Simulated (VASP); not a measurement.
# Zn in VASP: a series of runs

The runs below take Zn through single point, with LDA, B3LYP, HF.

Everything below comes from runs of VASP 6.6.1. Logs are shortened: lines on timing, memory, paths and dates and some standing lists are left out, and cuts for length are marked.

### 1 The cell of the first run

The typed cell holds 2 atoms: a = 2.670 Å, b = 2.670 Å, c = 4.966 Å, α = 90.00°, β = 90.00°, γ = 120.00°.

### 2 Single point, LDA, non-collinear spin, typed start (atoms moved at random)

The input, INCAR:

```
SYSTEM = Zn
PREC     = Accurate       ! precision mode
ENCUT    = 500            ! plane-wave cutoff, eV
EDIFF    = 1E-6           ! SCF threshold, eV
ISMEAR   = -5             ! smearing method
SIGMA    = 0.05           ! smearing width, eV
LREAL    = .FALSE.        ! projectors in reciprocal space
LASPH    = .TRUE.         ! aspherical terms in the spheres
NELM     = 200            ! most SCF steps
ALGO     = Normal         ! electronic algorithm
ISIF     = 2              ! what is computed and relaxed
LWAVE    = .FALSE.        ! write WAVECAR
LCHARG   = .FALSE.        ! write CHGCAR
LNONCOLLINEAR= .TRUE.         ! non-collinear magnetism
MAGMOM   = 0.354 0.354 0 -0.354 -0.354 0 ! initial moments
LORBIT   = 11             ! projections on sites
NBANDS   = 36             ! bands
GGA_COMPAT= .FALSE.
```

The input, KPOINTS:

```
regular mesh
0
G
  9 9 4
  0 0 0
```

The input, POSCAR:

```
Zn
1.0
    2.6700000000      0.0000000000      0.0000000000
   -1.3350000000      2.3122878281      0.0000000000
    0.0000000000      0.0000000000      4.9660000000
Zn
2
Direct
    0.6688090000      0.3344100000      0.7473530000
    0.3363900000      0.6752680000      0.2486360000
```

Potentials or basis: VASP PAW LDA potentials, release 64 (Zn).

On the command line:

```console
cat potpaw_LDA.64/Zn/POTCAR > POTCAR
mpirun -np 1 vasp_ncl > vasp.out
```

OUTCAR:

```text
SYSTEM = Zn
   PREC = Accurate
   ENCUT = 500
   EDIFF = 1E-6
   ISMEAR = -5
   LREAL = .FALSE.
   LASPH = .TRUE.
   NELM = 200
   ISIF = 2
   LNONCOLLINEAR = .TRUE.
   LORBIT = 11

 ion  position               nearest neighbor table
   1  0.669  0.334  0.747-   2 2.91   2 2.92   2 2.92   2 2.93   2 2.93   2 2.94
   2  0.336  0.675  0.249-   1 2.91   1 2.92   1 2.92   1 2.93   1 2.93   1 2.94

  LATTYP: Found a hexagonal cell.
 ALAT       =     2.6700000000
 C/A-ratio  =     1.8599250936

  Lattice vectors:

 A1 = (   2.6700000000,   0.0000000000,   0.0000000000)
 A2 = (  -1.3350000000,   2.3122878281,   0.0000000000)
 A3 = (   0.0000000000,   0.0000000000,   4.9660000000)

Analysis of symmetry for initial positions (statically):
=====================================================================
 Subroutine PRICEL returns:
 Original cell was already a primitive cell.

 Routine SETGRP: Setting up the symmetry group for a
 hexagonal supercell.

 Subroutine GETGRP returns: Found  2 space group operations
 (whereof  1 operations were pure point group operations)
 out of a pool of 24 trial point group operations.

The static configuration has the point symmetry C_1 .
 The point group associated with its full space group is S_2 .

Analysis of symmetry for dynamics (positions and initial velocities):
=====================================================================
 Subroutine PRICEL returns:
 Original cell was already a primitive cell.

 Routine SETGRP: Setting up the symmetry group for a
 hexagonal supercell.

 Subroutine GETGRP returns: Found  2 space group operations
 (whereof  1 operations were pure point group operations)
 out of a pool of 24 trial point group operations.

The dynamic configuration has the point symmetry C_1 .
 The point group associated with its full space group is S_2 .

Analysis of structural, dynamic, and magnetic symmetry:
=====================================================================
 Subroutine PRICEL returns:
 Original cell was already a primitive cell.

 Routine SETGRP: Setting up the symmetry group for a
 hexagonal supercell.

 Subroutine GETGRP returns: Found  1 space group operations
 (whereof  1 operations were pure point group operations)
 out of a pool of 24 trial point group operations.

The overall configuration has the point symmetry C_1 .

 Subroutine INISYM returns: Found  1 space group operations
 (whereof  1 operations are pure point group operations),
 and found     1 'primitive' translations

----------------------------------------------------------------------------------------

                                     Primitive cell

  volume of cell :      30.6591

  direct lattice vectors                    reciprocal lattice vectors
     2.670000000  0.000000000  0.000000000     0.374531835  0.216236056  0.000000000
    -1.335000000  2.312287828  0.000000000     0.000000000  0.432472112  0.000000000
     0.000000000  0.000000000  4.966000000     0.000000000  0.000000000  0.201369311

  length of vectors
     2.670000000  2.670000000  4.966000000     0.432472112  0.432472112  0.201369311

  position of ions in fractional coordinates (direct lattice)
     0.668809000  0.334410000  0.747353000
     0.336390000  0.675268000  0.248636000

  ion indices of the primitive-cell ions
   primitive index   ion index
                 1           1
                 2           2

----------------------------------------------------------------------------------------

 KPOINTS: regular mesh

Automatic generation of k-mesh.
 Grid dimensions read from file:
 generate k-points for:    9    9    4

 Generating k-lattice:

  Cartesian coordinates                     Fractional coordinates (reciprocal lattice)
     0.041614648  0.024026228  0.000000000     0.111111111  0.000000000  0.000000000
     0.000000000  0.048052457  0.000000000     0.000000000  0.111111111  0.000000000
     0.000000000  0.000000000  0.050342328     0.000000000  0.000000000  0.250000000

  Length of vectors
     0.048052457  0.048052457  0.050342328

  Shift w.r.t. Gamma in fractional coordinates (k-lattice)
     0.000000000  0.000000000  0.000000000

 TETIRR: Found   1944 inequivalent tetrahedra from     1944

 Subroutine IBZKPT returns following result:
 ===========================================

 Found    324 irreducible k-points:

 Following reciprocal coordinates:
            Coordinates               Weight
  0.000000  0.000000  0.000000      1.000000
  0.111111  0.000000  0.000000      1.000000
 -0.111111 -0.000000  0.000000      1.000000
  0.000000  0.111111  0.000000      1.000000
  0.000000 -0.111111  0.000000      1.000000
 -0.111111  0.111111  0.000000      1.000000
[... 16 lines left out ...]
  0.000000 -0.444444  0.000000      1.000000
 -0.444444  0.444444  0.000000      1.000000
 [... further k-points ...]
   k-points           NKPTS =    324   k-points in BZ     NKDIM =    324   number of bands    NBANDS=     36
   number of dos      NEDOS =    301   number of ions     NIONS =      2
   total plane-waves  NPLWV =  14400
   dimension x,y,z NGX =    20 NGY =   20 NGZ =   36
   dimension x,y,z NGXF=    40 NGYF=   40 NGZF=   72
   ions per type =               2
   NGX,Y,Z   is equivalent  to a cutoff of  12.45, 12.45, 12.05 a.u.
   NGXF,Y,Z  is equivalent  to a cutoff of  24.91, 24.91, 24.10 a.u.
 SYSTEM =  Zn
   PREC   = accura    normal or accurate (medium, high low for compatibility)
   ISTART =      0    job   : 0-new  1-cont  2-samecut
   ICHARG =      2    charge: 1-file 2-atom 10-const
   ISPIN  =      1    spin polarized calculation?
   LNONCOLLINEAR =      T non collinear calculations
   LSORBIT =      F    spin-orbit coupling
   LASPH  =      T    aspherical Exc in radial PAW
   ENCUT  =  500.0 eV  36.75 Ry    6.06 a.u.   4.87  4.87  9.05*2*pi/ulx,y,z
   NELM   =    200;   NELMIN=  2; NELMDL= -5     # of ELM steps
   EDIFF  = 0.1E-05   stopping-criterion for ELM
   LREAL  =      F    real-space projection
   EDIFFG = 0.1E-04   stopping-criterion for IOM
   NSW    =      0    number of steps for IOM
   IBRION =     -1    ionic relax: 0-MD 1-quasi-New 2-CG
   NFREE  =      0    steps in history (QN), initial steepest desc. (CG)
   ISIF   =      2    stress and relaxation
   ISYM   =      2    0-nonsym 1-usesym 2-fastsym
   POTIM  = 0.5000    time-step for ionic-motion
   TEBEG  =    0.0;   TEEND  =   0.0 temperature during run
   PSTRESS=    0.0 pullay stress
   NELECT =      24.0000    total number of electrons
   NUPDOWN=      -1.0000    fix difference up-down
   EMIN   =  10.00;   EMAX   =-10.00  energy-range for DOS
   EFERMI =   0.00;   METHOD = LEGACY
   ISMEAR =    -5;   SIGMA  =   0.05  broadening in eV -4-tet -1-fermi 0-gaus
   EFERMI_NEDOS =   21; number of points for ismear=-14 and -15
   IALGO  =     38    algorithm
   IMIX   =      4    mixing-type and parameters
     AMIX     =   0.40;   BMIX     =  1.00
     AMIX_MAG =   1.60;   BMIX_MAG =  1.00
  volume/ion in A,a.u.               =      15.33       103.45
  Fermi-wavevector in a.u.,A,eV,Ry     =   1.508778  2.851177 30.972445  2.276410
  Thomas-Fermi vector in A             =   2.619187
   LORBIT       =     11    0 simple, 1 ext, 2 COOP (PROOUT), +10 PAW based schemes
   GGA     = CA    functional components
   LHFCALC =     F    Hartree Fock is set to
   AEXX    =    0.0000 exact exchange contribution
   IVDW    =     0    specifies the selected vdW correction
   LEPSILON=     F    determine dielectric tensor
   LRPA    =     F    only Hartree local field effects (RPA)
 Fermi weights with tetrahedron method with Bloechl corrections
  energy-cutoff  :      500.00
  volume of cell :       30.66
 maximum number of plane-waves:      1584
   NGX =  9   NGY =  9   NGZ = 19

 number of electron      23.9999984 magnetization      -0.0000000      0.0000001     -0.0000001

 number of electron      23.9999984 magnetization       0.0006853     -0.0006867      0.0009180

 Free energy of the ion-electron system (eV)
  ---------------------------------------------------
  ext. energy  EPLUGINS =         0.00000000
  ---------------------------------------------------
  free energy    TOTEN  =        -3.63686264 eV

  energy without entropy =       -3.63686264  energy(sigma->0) =       -3.63686264

 E-fermi :   2.8347     XC(G=0): -11.8407

 val. band max:        3.7840921009   @ k =   0.3333   0.3333   0.5000
 cond. band min:       2.4394988719   @ k =   0.3333  -0.2222   0.0000
 fundamental gap:     -1.3445932289
 Fermi energy:         2.8346794770

 k-point     1 :       0.0000    0.0000    0.0000
  band No.  band energies     occupation
      1      -7.5163      1.00000
      2      -7.5156      1.00000
      3      -5.8123      1.00000
      4      -5.8120      1.00000
      5      -5.1466      1.00000
      6      -5.1464      1.00000
[... 28 lines left out ...]
     35      21.6987      0.00000
     36      21.6997      0.00000
[... 866 lines left out ...]
      6      -5.3768      1.00000
[... 28 lines left out ...]
     35      17.1518      0.00000
     36      17.1524      0.00000

 [... further k-points ...]

------------------------ aborting loop because EDIFF is reached ----------------------------------------

  FORCE on cell =-STRESS in cart. coord.  units (eV):
  Direction    XX          YY          ZZ          XY          YZ          ZX
  --------------------------------------------------------------------------------------
  -------------------------------------------------------------------------------------
  Total       -1.8587085     -2.0868283     -0.9256004     -0.0462919      0.0187285     -0.0314964
  in kB      -97.1319274   -109.0529529    -48.3697966     -2.4191096      0.9787118     -1.6459316
  external PRESSURE =     -84.8515590 kB  Pullay stress =       0.0000000 kB

 VOLUME and BASIS-vectors are now :
 -----------------------------------------------------------------------------
  energy-cutoff  :      500.00
  volume of cell :       30.66
      direct lattice vectors                 reciprocal lattice vectors
     2.670000000  0.000000000  0.000000000     0.374531835  0.216236056  0.000000000
    -1.335000000  2.312287828  0.000000000     0.000000000  0.432472112  0.000000000
     0.000000000  0.000000000  4.966000000     0.000000000  0.000000000  0.201369311

 POSITION                                       TOTAL-FORCE (eV/Angst)
 -----------------------------------------------------------------------------------
      1.33928      0.77325      3.71135        -0.001604      0.004283      0.020550
     -0.00332      1.56141      1.23473         0.001604     -0.004283     -0.020550
 -----------------------------------------------------------------------------------
    total drift:                               -0.000270      0.000010     -0.003370

  FREE ENERGIE OF THE ION-ELECTRON SYSTEM (eV)
  ---------------------------------------------------
  free  energy   TOTEN  =        -3.6368626351 eV

  energy  without entropy=       -3.6368626351  energy(sigma->0) =       -3.63686264

 total charge

# of ion       s       p       d       tot
------------------------------------------
    1        0.609   0.441   9.722  10.771
    2        0.609   0.441   9.722  10.771
--------------------------------------------------
tot          1.218   0.881  19.443  21.542

 magnetization (x)

# of ion       s       p       d       tot
------------------------------------------
    1        0.002  -0.002  -0.000   0.000
    2       -0.002   0.002   0.001   0.001
--------------------------------------------------
tot          0.000   0.000   0.000   0.001

 magnetization (y)

# of ion       s       p       d       tot
------------------------------------------
    1        0.002  -0.002  -0.001  -0.001
    2       -0.002   0.002   0.000  -0.000
--------------------------------------------------
tot         -0.000  -0.000  -0.000  -0.001

 magnetization (z)

# of ion       s       p       d       tot
------------------------------------------
    1        0.000   0.000   0.000   0.000
    2        0.000   0.000   0.000   0.000
--------------------------------------------------
tot          0.000   0.000   0.000   0.001
```

Run time: 13 min. Hardware: 1 thread of Intel Xeon Platinum 8259CL at 2.50GHz (Skylake/Cascade Lake), shared host; peak memory 0.52 GiB.

Results:

- Free energy: -3.6369 eV
- Pressure: -8.5 GPa
- Largest force: 0.021 eV/Å
- Band gap on the k mesh: zero (bands 24 and 25 overlap by 4.09 eV)
- Net moment: 0.00 μB per cell
- Valence electrons inside the program's atomic spheres: Zn 10.77

Forces on the atoms (eV/Å):
```
Zn  -0.002  0.004  0.021
Zn   0.002 -0.004 -0.021
```

Moments on the atoms (μB; x, y, z):
```
Zn  0.00 0.00 0.00
Zn  0.00 0.00 0.00
```

Caveat: the cell differs from its parent crystal (atoms moved at random); the stress differs along the axes, from -11 to -5 GPa; tetrahedron occupations give inexact forces and stress in metals.

### 3 Single point, B3LYP

This run uses another cell than the first one, of 16.31 Å³/atom.

The input, POSCAR:

```
Zn
1.0
    2.6674224363      0.0000000000      0.0000000000
   -1.3337112181      2.3100555924      0.0000000000
    0.0000000000      0.0000000000      5.2935986339
Zn
2
Direct
    0.6666666667      0.3333333333      0.7500000000
    0.3333333333      0.6666666667      0.2500000000
```

The input, INCAR.step1:

```
SYSTEM = Zn
PREC = Accurate ; ENCUT = 520
EDIFF = 1E-5 ; ISMEAR = -1
SIGMA = 0.05 ; LREAL = .False.
LASPH = .True. ; NELM = 80
ALGO = Normal ; ISIF = 2
LWAVE = .True. ; GGA = PE
NBANDS = 19
```

The input, INCAR.step2:

```
SYSTEM = Zn
PREC = Accurate ; ENCUT = 520
EDIFF = 1E-6 ; ISMEAR = -1
SIGMA = 0.05 ; LREAL = .False.
LASPH = .True. ; NELM = 80
ALGO = Normal ; ISIF = 2
LWAVE = .False. ; LCHARG = .True.
GGA = B3 ; LHFCALC = .True.
AEXX = 0.2 ; AGGAX = 0.72
AGGAC = 0.81 ; ALDAC = 0.19
PRECFOCK = Normal ; LELF = .True.
LVHAR = .True. ; ISTART = 1
NBANDS = 19
```

The input, KPOINTS:

```
regular mesh
0
Gamma
  6 6 3
  0 0 0
```

Potentials or basis: VASP PAW PBE potentials, release 64 (Zn).

On the command line:

```console
cat potpaw_PBE.64/Zn/POTCAR > POTCAR
cp INCAR.step1 INCAR
mpirun -np 1 vasp_std > vasp.out
cp INCAR.step2 INCAR
mpirun -np 1 vasp_std > vasp.out
```

OUTCAR:

```text
SYSTEM = Zn
   PREC = Accurate
   ENCUT = 520
   EDIFF = 1E-6
   ISMEAR = -1
   LREAL = .False.
   LASPH = .True.
   NELM = 80
   ISIF = 2
   GGA = B3
   LHFCALC = .True.
   AEXX = 0.2
   PRECFOCK = Normal
   ISTART = 1

 ion  position               nearest neighbor table
   1  0.667  0.333  0.750-
   2  0.333  0.667  0.250-

  LATTYP: Found a hexagonal cell.
 ALAT       =     2.6674224363
 C/A-ratio  =     1.9845370429

  Lattice vectors:

 A1 = (   2.6674224363,   0.0000000000,   0.0000000000)
 A2 = (  -1.3337112181,   2.3100555924,   0.0000000000)
 A3 = (   0.0000000000,   0.0000000000,   5.2935986339)

Analysis of symmetry for initial positions (statically):
=====================================================================
 Subroutine PRICEL returns:
 Original cell was already a primitive cell.

 Routine SETGRP: Setting up the symmetry group for a
[... 158 lines left out ...]

 Free energy of the ion-electron system (eV)
  ---------------------------------------------------
  ext. energy  EPLUGINS =         0.00000000
  ---------------------------------------------------
  free energy    TOTEN  =        -1.18417509 eV

  energy without entropy =       -1.18084836  energy(sigma->0) =       -1.18251173

 E-fermi :   3.4997     XC(G=0):  -8.9191

 val. band max:        3.1186649343   @ k =   0.3333   0.3333   0.0000
 cond. band min:       3.6209608703   @ k =   0.3333   0.1667   0.0000
 fundamental gap:      0.5022959360
 Fermi energy:         3.4996517598

 k-point     1 :       0.0000    0.0000    0.0000
  band No.  band energies     occupation
      1      -8.4339      2.00000
      2      -7.7652      2.00000
      3      -7.2559      2.00000
      4      -7.0556      2.00000
      5      -7.0556      2.00000
      6      -7.0262      2.00000
[... 285 lines left out ...]
      6      -6.9691      2.00000
[... 11 lines left out ...]
     18      13.4114      0.00000
     19      15.1613      0.00000

------------------------ aborting loop because EDIFF is reached ----------------------------------------

  FORCE on cell =-STRESS in cart. coord.  units (eV):
  Direction    XX          YY          ZZ          XY          YZ          ZX
  --------------------------------------------------------------------------------------
  -------------------------------------------------------------------------------------
  Total        0.0382429      0.0382429     -0.0130873      0.0000000      0.0000000      0.0000000
  in kB        1.8784346      1.8784346     -0.6428266      0.0000000      0.0000000      0.0000000
  external PRESSURE =       1.0380142 kB  Pullay stress =       0.0000000 kB

 VOLUME and BASIS-vectors are now :
 -----------------------------------------------------------------------------
  energy-cutoff  :      520.00
  volume of cell :       32.62
      direct lattice vectors                 reciprocal lattice vectors
     2.667422436  0.000000000  0.000000000     0.374893750  0.216445007  0.000000000
    -1.333711218  2.310055592  0.000000000     0.000000000  0.432890015  0.000000000
     0.000000000  0.000000000  5.293598634     0.000000000  0.000000000  0.188907409

 POSITION                                       TOTAL-FORCE (eV/Angst)
 -----------------------------------------------------------------------------------
      1.33371      0.77002      3.97020        -0.000000     -0.000000      0.000000
     -0.00000      1.54004      1.32340         0.000000      0.000000     -0.000000
 -----------------------------------------------------------------------------------
    total drift:                                0.000000      0.000000      0.000000

  FREE ENERGIE OF THE ION-ELECTRON SYSTEM (eV)
  ---------------------------------------------------
  free  energy   TOTEN  =        -1.1841750938 eV

  energy  without entropy=       -1.1808483636  energy(sigma->0) =       -1.18251173
```

OUTCAR.step1:

```text
SYSTEM = Zn
   PREC = Accurate
   ENCUT = 520
   EDIFF = 1E-5
   ISMEAR = -1
   LREAL = .False.
[... 520 lines left out ...]
      1.33371      0.77002      3.97020        -0.000000      0.000000      0.000000
     -0.00000      1.54004      1.32340         0.000000     -0.000000      0.000000
 -----------------------------------------------------------------------------------
    total drift:                               -0.000000      0.000000      0.000000

  FREE ENERGIE OF THE ION-ELECTRON SYSTEM (eV)
  ---------------------------------------------------
  free  energy   TOTEN  =        -2.1935071743 eV

  energy  without entropy=       -2.1816055091  energy(sigma->0) =       -2.18755634
```

OSZICAR.step1:

```text
N       E                     dE             d eps       ncg     rms          rms(c)
DAV:   1     0.114307220554E+03    0.11431E+03   -0.12402E+04   540   0.191E+03
DAV:   2     0.241695400134E+01   -0.11189E+03   -0.10873E+03   538   0.290E+02
DAV:   3    -0.234743057742E+01   -0.47644E+01   -0.47427E+01   611   0.670E+01
DAV:   4    -0.237506293616E+01   -0.27632E-01   -0.27625E-01   621   0.532E+00
DAV:   5    -0.237510139328E+01   -0.38457E-04   -0.38457E-04   569   0.181E-01    0.351E+00
DAV:   6    -0.220360420721E+01    0.17150E+00   -0.70938E-01   598   0.171E+01    0.272E+00
DAV:   7    -0.219691005508E+01    0.66942E-02   -0.23480E-02   637   0.248E+00    0.142E+00
DAV:   8    -0.219348435117E+01    0.34257E-02   -0.18502E-03   724   0.573E-01    0.474E-02
DAV:   9    -0.219350220256E+01   -0.17851E-04   -0.18181E-04   734   0.166E-01    0.339E-02
DAV:  10    -0.219350717433E+01   -0.49718E-05   -0.16208E-05   491   0.426E-02
   1 F= -.21935072E+01 E0= -.21875563E+01  d E =-.119017E-01
```

It took 32 min on 1 thread of Oxide Virtual Turin-like, shared host; peak memory 0.12 GiB.

What came out:

```yaml
Free_energy: -1.1842 eV
Pressure: 0.1 GPa
Band_gap_on_the_k_mesh: zero (bands 12 and 13 overlap by 5.29 eV)
```

Caveat: the k points lie up to 0.45 Å⁻¹ apart, too coarse for converged energies and pressures of a metal; the PAW data sets were made with another functional, which shifts forces and pressure a little.

(Part 1 of 2 ends here.)

The gap in the log of VASP goes by the Fermi energy; the results here count the filled bands.